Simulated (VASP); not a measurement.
# InSb (k07) (F-43m) in VASP: notebook

The runs below take InSb (k07) through single point, with LDA.

All numbers are computed with VASP 6.6.1; they aren't measurements. Logs are shortened: lines on timing, memory, paths and dates and some standing lists are left out, and cuts for length are marked.

## Step 1: The cell of the first run

It takes space group F-43m (No. 216, cubic). The conventional cell has a = 6.633 Å, b = 6.633 Å, c = 6.633 Å, α = 90.00°, β = 90.00°, γ = 90.00°. Within 3.8 Å of In (site symmetry -43m) lie 4 Sb at 2.87 Å. Within 3.8 Å of Sb (site symmetry -43m) lie 4 In at 2.87 Å.

## Step 2: Single point, LDA

INCAR

```
PREC = Accurate
ENCUT = 520
EDIFF = 1E-6
ISMEAR = 0
SIGMA = 0.1
LREAL = False
LASPH = True
NELM = 60
ALGO = Normal
ISIF = 2
LWAVE = False
LCHARG = True
GGA = CA
LELF = True
LVHAR = True
NBANDS = 16
```

KPOINTS

```
Automatic mesh
0
Gamma
  6 6 6
```

POSCAR

```
InSb
1.0
    0.0000000000      3.3166107100      3.3166107100
    3.3166107100      0.0000000000      3.3166107100
    3.3166107100      3.3166107100      0.0000000000
In Sb
1 1
Direct
    0.0000000000      0.0000000000      0.0000000000
    0.7500000000      0.7500000000      0.7500000000
```

Potentials or basis: VASP PAW LDA potentials, release 64 (In_d, Sb).

The run is started by

```
$ cat potpaw_LDA.64/In_d/POTCAR potpaw_LDA.64/Sb/POTCAR > POTCAR
$ mpirun -np 1 vasp_std > vasp.out
```

OUTCAR:

```text
PREC = Accurate
   ENCUT = 520
   EDIFF = 1E-6
   ISMEAR = 0
   LREAL = False
   LASPH = True
   NELM = 60
   ISIF = 2
   GGA = CA

 ion  position               nearest neighbor table
   1  0.000  0.000  0.000-   2 2.87   2 2.87   2 2.87   2 2.87
   2  0.750  0.750  0.750-   1 2.87   1 2.87   1 2.87   1 2.87

  LATTYP: Found a face centered cubic cell.
 ALAT       =     6.6332214200

  Lattice vectors:

 A1 = (   0.0000000000,   3.3166107100,   3.3166107100)
 A2 = (   3.3166107100,   0.0000000000,   3.3166107100)
 A3 = (   3.3166107100,   3.3166107100,   0.0000000000)

Analysis of symmetry for initial positions (statically):
=====================================================================
 Subroutine PRICEL returns:
 Original cell was already a primitive cell.

 Routine SETGRP: Setting up the symmetry group for a
 face centered cubic supercell.

 Subroutine GETGRP returns: Found 24 space group operations
 (whereof 24 operations were pure point group operations)
 out of a pool of 48 trial point group operations.

The static configuration has the point symmetry T_d .

Analysis of symmetry for dynamics (positions and initial velocities):
=====================================================================
 Subroutine PRICEL returns:
 Original cell was already a primitive cell.

 Routine SETGRP: Setting up the symmetry group for a
 face centered cubic supercell.

 Subroutine GETGRP returns: Found 24 space group operations
 (whereof 24 operations were pure point group operations)
 out of a pool of 48 trial point group operations.

The dynamic configuration has the point symmetry T_d .

 Subroutine INISYM returns: Found 24 space group operations
 (whereof 24 operations are pure point group operations),
 and found     1 'primitive' translations

----------------------------------------------------------------------------------------

                                     Primitive cell

  volume of cell :      72.9648

  direct lattice vectors                    reciprocal lattice vectors
     0.000000000  3.316610710  3.316610710    -0.150756312  0.150756312  0.150756312
     3.316610710  0.000000000  3.316610710     0.150756312 -0.150756312  0.150756312
     3.316610710  3.316610710  0.000000000     0.150756312  0.150756312 -0.150756312

  length of vectors
     4.690395847  4.690395847  4.690395847     0.261117592  0.261117592  0.261117592

  position of ions in fractional coordinates (direct lattice)
     0.000000000  0.000000000  0.000000000
     0.750000000  0.750000000  0.750000000

  ion indices of the primitive-cell ions
   primitive index   ion index
                 1           1
                 2           2

----------------------------------------------------------------------------------------

 KPOINTS: Automatic mesh

Automatic generation of k-mesh.
 Grid dimensions read from file:
 generate k-points for:    6    6    6

 Generating k-lattice:

  Cartesian coordinates                     Fractional coordinates (reciprocal lattice)
    -0.025126052  0.025126052  0.025126052     0.166666667  0.000000000  0.000000000
     0.025126052 -0.025126052  0.025126052     0.000000000  0.166666667  0.000000000
     0.025126052  0.025126052 -0.025126052     0.000000000  0.000000000  0.166666667

  Length of vectors
     0.043519599  0.043519599  0.043519599

  Shift w.r.t. Gamma in fractional coordinates (k-lattice)
     0.000000000  0.000000000  0.000000000

 Subroutine IBZKPT returns following result:
 ===========================================

 Found     16 irreducible k-points:

 Following reciprocal coordinates:
            Coordinates               Weight
  0.000000  0.000000  0.000000      1.000000
  0.166667  0.000000  0.000000      8.000000
  0.333333  0.000000  0.000000      8.000000
  0.500000  0.000000  0.000000      4.000000
  0.166667  0.166667  0.000000      6.000000
  0.333333  0.166667  0.000000     24.000000
[... 8 lines left out ...]
 -0.333333  0.333333  0.166667     24.000000
 -0.333333  0.500000  0.166667     12.000000
   k-points           NKPTS =     16   k-points in BZ     NKDIM =     16   number of bands    NBANDS=     16
   number of dos      NEDOS =    301   number of ions     NIONS =      2
   total plane-waves  NPLWV =  46656
   dimension x,y,z NGX =    36 NGY =   36 NGZ =   36
   dimension x,y,z NGXF=    72 NGYF=   72 NGZF=   72
   ions per type =               1   1
   NGX,Y,Z   is equivalent  to a cutoff of  12.76, 12.76, 12.76 a.u.
   NGXF,Y,Z  is equivalent  to a cutoff of  25.52, 25.52, 25.52 a.u.
 SYSTEM =  unknown system
   PREC   = accura    normal or accurate (medium, high low for compatibility)
   ISTART =      0    job   : 0-new  1-cont  2-samecut
   ICHARG =      2    charge: 1-file 2-atom 10-const
   ISPIN  =      1    spin polarized calculation?
   LNONCOLLINEAR =      F non collinear calculations
   LSORBIT =      F    spin-orbit coupling
   LASPH  =      T    aspherical Exc in radial PAW
   ENCUT  =  520.0 eV  38.22 Ry    6.18 a.u.   8.72  8.72  8.72*2*pi/ulx,y,z
   NELM   =     60;   NELMIN=  2; NELMDL= -5     # of ELM steps
   EDIFF  = 0.1E-05   stopping-criterion for ELM
   LREAL  =      F    real-space projection
   EDIFFG = 0.1E-04   stopping-criterion for IOM
   NSW    =      0    number of steps for IOM
   IBRION =     -1    ionic relax: 0-MD 1-quasi-New 2-CG
   NFREE  =      0    steps in history (QN), initial steepest desc. (CG)
   ISIF   =      2    stress and relaxation
   ISYM   =      2    0-nonsym 1-usesym 2-fastsym
   POTIM  = 0.5000    time-step for ionic-motion
   TEBEG  =    0.0;   TEEND  =   0.0 temperature during run
   PSTRESS=    0.0 pullay stress
   NELECT =      18.0000    total number of electrons
   NUPDOWN=      -1.0000    fix difference up-down
   EMIN   =  10.00;   EMAX   =-10.00  energy-range for DOS
   EFERMI =   0.00;   METHOD = LEGACY
   ISMEAR =     0;   SIGMA  =   0.10  broadening in eV -4-tet -1-fermi 0-gaus
   EFERMI_NEDOS =   21; number of points for ismear=-14 and -15
   IALGO  =     38    algorithm
   IMIX   =      4    mixing-type and parameters
     AMIX     =   0.40;   BMIX     =  1.00
     AMIX_MAG =   1.60;   BMIX_MAG =  1.00
  volume/ion in A,a.u.               =      36.48       246.20
  Fermi-wavevector in a.u.,A,eV,Ry     =   1.026742  1.940260 14.343239  1.054198
  Thomas-Fermi vector in A             =   2.160650
   LORBIT       =      0    0 simple, 1 ext, 2 COOP (PROOUT), +10 PAW based schemes
   GGA     = CA    functional components
   LHFCALC =     F    Hartree Fock is set to
   AEXX    =    0.0000 exact exchange contribution
   IVDW    =     0    specifies the selected vdW correction
   LEPSILON=     F    determine dielectric tensor
   LRPA    =     F    only Hartree local field effects (RPA)
 non-spin polarized calculation
 Gauss-broadening in eV      SIGMA  =   0.10
  energy-cutoff  :      520.00
  volume of cell :       72.96
 maximum number of plane-waves:      1989
   NGX = 17   NGY = 17   NGZ = 17

 number of electron      18.0000008 magnetization

 Free energy of the ion-electron system (eV)
  ---------------------------------------------------
  ext. energy  EPLUGINS =         0.00000000
  ---------------------------------------------------
  free energy    TOTEN  =        -8.13449585 eV

  energy without entropy =       -8.13378072  energy(sigma->0) =       -8.13413828

 E-fermi :   4.2048     XC(G=0):  -8.6996

 val. band max:        4.1743502347   @ k =   0.0000   0.0000   0.0000
 cond. band min:       4.4727532670   @ k =   0.5000   0.0000   0.0000
 fundamental gap:      0.2984030323
 Fermi energy:         4.2047891597

 k-point     1 :       0.0000    0.0000    0.0000
  band No.  band energies     occupation
      1     -10.2535      2.00000
      2     -10.2535      2.00000
      3     -10.2535      2.00000
      4     -10.1848      2.00000
      5     -10.1848      2.00000
      6      -6.1734      2.00000
[... 8 lines left out ...]
     15      12.2914      0.00000
     16      12.2914      0.00000

 k-point     2 :       0.1667    0.0000    0.0000
  band No.  band energies     occupation
      1     -10.2627      2.00000
      2     -10.2493      2.00000
      3     -10.2493      2.00000
      4     -10.1850      2.00000
      5     -10.1850      2.00000
      6      -5.9498      2.00000
[... 8 lines left out ...]
     15      11.3935      0.00000
     16      11.3935      0.00000

 k-point     3 :       0.3333    0.0000    0.0000
  band No.  band energies     occupation
      1     -10.2810      2.00000
      2     -10.2418      2.00000
      3     -10.2418      2.00000
      4     -10.1843      2.00000
      5     -10.1843      2.00000
      6      -5.3796      2.00000
[... 8 lines left out ...]
     15      11.7507      0.00000
     16      11.7507      0.00000

 k-point     4 :       0.5000    0.0000    0.0000
  band No.  band energies     occupation
      1     -10.2901      2.00000
      2     -10.2387      2.00000
      3     -10.2387      2.00000
      4     -10.1834      2.00000
      5     -10.1834      2.00000
      6      -4.9755      2.00000
[... 8 lines left out ...]
     15      13.0821      0.00000
     16      13.0821      0.00000
[... 172 lines left out ...]
 k-point    14 :       0.5000    0.3333    0.1667
  band No.  band energies     occupation
      1     -10.2977      2.00000
      2     -10.2337      2.00000
      3     -10.2292      2.00000
      4     -10.1910      2.00000
      5     -10.1816      2.00000
      6      -4.9179      2.00000
[... 8 lines left out ...]
     15      12.6421      0.00000
     16      13.9861      0.00000

 k-point    15 :      -0.3333    0.3333    0.1667
  band No.  band energies     occupation
      1     -10.3019      2.00000
      2     -10.2331      2.00000
      3     -10.2255      2.00000
      4     -10.1899      2.00000
      5     -10.1831      2.00000
      6      -4.5885      2.00000
[... 8 lines left out ...]
     15      13.4250      0.00000
     16      13.8142      0.00000

 k-point    16 :      -0.3333    0.5000    0.1667
  band No.  band energies     occupation
      1     -10.3090      2.00000
      2     -10.2280      2.00000
      3     -10.2207      2.00000
      4     -10.1942      2.00000
      5     -10.1809      2.00000
      6      -4.4284      2.00000
[... 8 lines left out ...]
     15      13.4773      0.00000
     16      14.2686      0.00000

------------------------ aborting loop because EDIFF is reached ----------------------------------------

  FORCE on cell =-STRESS in cart. coord.  units (eV):
  Direction    XX          YY          ZZ          XY          YZ          ZX
  --------------------------------------------------------------------------------------
  -------------------------------------------------------------------------------------
  Total       -1.4118663     -1.4118663     -1.4118663      0.0000000      0.0000000      0.0000000
  in kB      -31.0020688    -31.0020688    -31.0020688      0.0000000      0.0000000      0.0000000
  external PRESSURE =     -31.0020688 kB  Pullay stress =       0.0000000 kB

 VOLUME and BASIS-vectors are now :
 -----------------------------------------------------------------------------
  energy-cutoff  :      520.00
  volume of cell :       72.96
      direct lattice vectors                 reciprocal lattice vectors
     0.000000000  3.316610710  3.316610710    -0.150756312  0.150756312  0.150756312
     3.316610710  0.000000000  3.316610710     0.150756312 -0.150756312  0.150756312
     3.316610710  3.316610710  0.000000000     0.150756312  0.150756312 -0.150756312

 POSITION                                       TOTAL-FORCE (eV/Angst)
 -----------------------------------------------------------------------------------
      0.00000      0.00000      0.00000         0.000000      0.000000      0.000000
      4.97492      4.97492      4.97492        -0.000000     -0.000000     -0.000000
 -----------------------------------------------------------------------------------
    total drift:                                0.000000      0.000000      0.000000

  FREE ENERGIE OF THE ION-ELECTRON SYSTEM (eV)
  ---------------------------------------------------
  free  energy   TOTEN  =        -8.1344958472 eV

  energy  without entropy=       -8.1337807192  energy(sigma->0) =       -8.13413828
```

Run time: 12 s. Hardware: 1 thread of Intel Xeon Platinum 8375C at 2.90GHz (Ice Lake), shared host; peak memory 0.17 GiB.

What came out:

* Free energy: -8.1345 eV
* Pressure: -3.1 GPa
* Band gap on the k mesh: zero (filled and empty bands touch)

Caveat: spin-orbit coupling is left out, which moves the levels of the heavy elements.

## Step 3: Single point, LDA

This run uses another cell than the first one, of 33.54 Å³/atom, 0.919 times its volume.

Edit INCAR of step 2 so:

```diff
@@ -7,3 +7,3 @@
 LASPH = True
-NELM = 60
+NELM = 100
 ALGO = Normal
```

KPOINTS

```
Automatic mesh
0
Gamma
  16 16 16
```

POSCAR

```
InSb
1.0
    0.0000000000      3.2249200889      3.2249200889
    3.2249200889      0.0000000000      3.2249200889
    3.2249200889      3.2249200889      0.0000000000
In Sb
1 1
Direct
    0.0000000000      0.0000000000      0.0000000000
    0.7500000000      0.7500000000      0.7500000000
```

Potentials or basis: VASP PAW LDA potentials, release 64 (In_d, Sb).

The run is started by

```
$ cat potpaw_LDA.64/In_d/POTCAR potpaw_LDA.64/Sb/POTCAR > POTCAR
$ mpirun -np 1 vasp_std > vasp.out
```

Wall time 81 s (1 thread of Intel Xeon Platinum 8375C at 2.90GHz (Ice Lake), shared host); peak memory 0.29 GiB.

The run converged. Its results:

```
Free energy            : -8.2172 eV
Pressure               : 0.1 GPa
Band gap on the k mesh : zero (filled and empty bands touch)
```

Levels at points of the mesh, in eV from the Fermi level:
| k point | band 6 | band 7 | band 8 | band 9 | band 10 | band 11 | band 12 | band 13 |
| --- | --- | --- | --- | --- | --- | --- | --- | --- |
| (0.00, 0.00, 0.00) | -10.94 | -0.37 | -0.08 | -0.08 | -0.08 | 2.83 | 2.83 | 2.83 |
| (0.50, 0.00, 0.00) | -9.54 | -5.82 | -1.12 | -1.12 | 0.36 | 3.69 | 3.69 | 5.85 |
| (0.50, 0.50, 0.00) | -8.91 | -6.12 | -2.40 | -2.40 | 1.15 | 1.16 | 8.04 | 8.04 |

Caveat: spin-orbit coupling is left out, which moves the levels of the heavy elements.

## Step 4: Single point, LDA

This run uses another cell than the first one, of 33.54 Å³/atom, 0.919 times its volume.

INCAR

```
SYSTEM = InSb
  ALGO = Normal
  EDIFF = 1E-6
  ENCUT = 520
  GGA = CA
  ISIF = 2
  ISMEAR = 0
  LASPH = .True.
  LCHARG = .True.
  LELF = .True.
  LREAL = .False.
  LVHAR = .True.
  LWAVE = .False.
  NBANDS = 16
  NELM = 80
  PREC = Accurate
  SIGMA = 0.1
```

KPOINTS

```
k-points
0
Gamma
  16 16 16
  0 0 0
```

POSCAR is that of step 3.

The run is started by

```
$ cat potpaw_LDA.64/In_d/POTCAR potpaw_LDA.64/Sb/POTCAR > POTCAR
$ mpirun -np 1 vasp_std > vasp.out
```

Run time: 79 s. Hardware: 1 thread of Intel Xeon Platinum 8375C at 2.90GHz (Ice Lake), shared host; peak memory 0.29 GiB.

The run converged. Its results:

| Item | Value |
| --- | --- |
| Free energy | -8.2172 eV |
| Pressure | 0.1 GPa |
| Band gap on the k mesh | zero (filled and empty bands touch) |

Levels at points of the mesh, in eV from the Fermi level:
| k point | band 5 | band 6 | band 7 | band 8 | band 9 | band 10 | band 11 | band 12 | band 13 | band 14 |
| --- | --- | --- | --- | --- | --- | --- | --- | --- | --- | --- |
| (0.00, 0.00, 0.00) | -14.58 | -10.94 | -0.37 | -0.08 | -0.08 | -0.08 | 2.83 | 2.83 | 2.83 | 5.47 |
| (0.50, 0.00, 0.00) | -14.58 | -9.54 | -5.82 | -1.12 | -1.12 | 0.36 | 3.69 | 3.69 | 5.85 | 8.11 |
| (0.50, 0.50, 0.00) | -14.57 | -8.91 | -6.12 | -2.40 | -2.40 | 1.15 | 1.16 | 8.04 | 8.04 | 8.65 |

Caveat: spin-orbit coupling is left out, which moves the levels of the heavy elements.

## Step 5: Single point, LDA

This run uses another cell than the first one, of 33.56 Å³/atom, 0.920 times its volume.

INCAR

```
PREC = Accurate
ENCUT = 520
EDIFF = 1E-6
ISMEAR = -1
SIGMA = 0.15
LREAL = F
LASPH = T
NELM = 80
ALGO = Normal
ISIF = 2
LWAVE = F
LCHARG = F
NBANDS = 16
```

KPOINTS

```
regular mesh
0
Gamma
  16 16 16
```

POSCAR

```
InSb
1.0
    0.0000000000      3.2255620357      3.2255620357
    3.2255620357      0.0000000000      3.2255620357
    3.2255620357      3.2255620357      0.0000000000
In Sb
1 1
Direct
    0.0000000000      0.0000000000      0.0000000000
    0.7500000000      0.7500000000      0.7500000000
```

The run is started by

```
$ cat potpaw_LDA.64/In_d/POTCAR potpaw_LDA.64/Sb/POTCAR > POTCAR
$ mpirun -np 1 vasp_std > vasp.out
```

It took 88 s on 1 thread of Intel Xeon Platinum 8375C at 2.90GHz (Ice Lake), shared host; peak memory 0.29 GiB.

Results (log left out):

```yaml
Free_energy: -8.2188 eV
Pressure: 0.1 GPa
Band_gap_on_the_k_mesh: zero (filled and empty bands touch)
```

Levels at points of the mesh, in eV from the Fermi level:
| k point | band 5 | band 6 | band 7 | band 8 | band 9 | band 10 | band 11 | band 12 | band 13 | band 14 |
| --- | --- | --- | --- | --- | --- | --- | --- | --- | --- | --- |
| (0.00, 0.00, 0.00) | -14.74 | -11.11 | -0.54 | -0.25 | -0.25 | -0.25 | 2.66 | 2.66 | 2.66 | 5.30 |
| (0.50, 0.00, 0.00) | -14.74 | -9.71 | -5.99 | -1.29 | -1.29 | 0.19 | 3.52 | 3.52 | 5.68 | 7.94 |
| (0.50, 0.50, 0.00) | -14.74 | -9.08 | -6.28 | -2.57 | -2.57 | 0.98 | 0.99 | 7.87 | 7.87 | 8.48 |

Caveat: spin-orbit coupling is left out, which moves the levels of the heavy elements.

## Step 6: Summary

| cell | k mesh | smearing | gap on the mesh (eV) | pressure (GPa) |
| --- | --- | --- | --- | --- |
| a = 4.690 Å, angles 60.0°, 2 atoms | 6 × 6 × 6 | gaussian 0.1 eV | none | -3.1 |
| a = 4.561 Å, angles 60.0°, 2 atoms | 16 × 16 × 16 | gaussian 0.1 eV | none | 0.1 |
| a = 4.562 Å, angles 60.0°, 2 atoms | 16 × 16 × 16 | fermi-dirac 0.15 eV | none | 0.1 |

Alike in all rows: task single point; level LDA; potentials or basis VASP PAW LDA potentials, release 64 (In_d, Sb); no spin polarisation; cutoff (eV) 520.

Caveats: spin-orbit coupling is left out, which moves the levels of the heavy elements.

Total energies depend on the potentials used, so only differences within one code and one set of settings carry meaning.
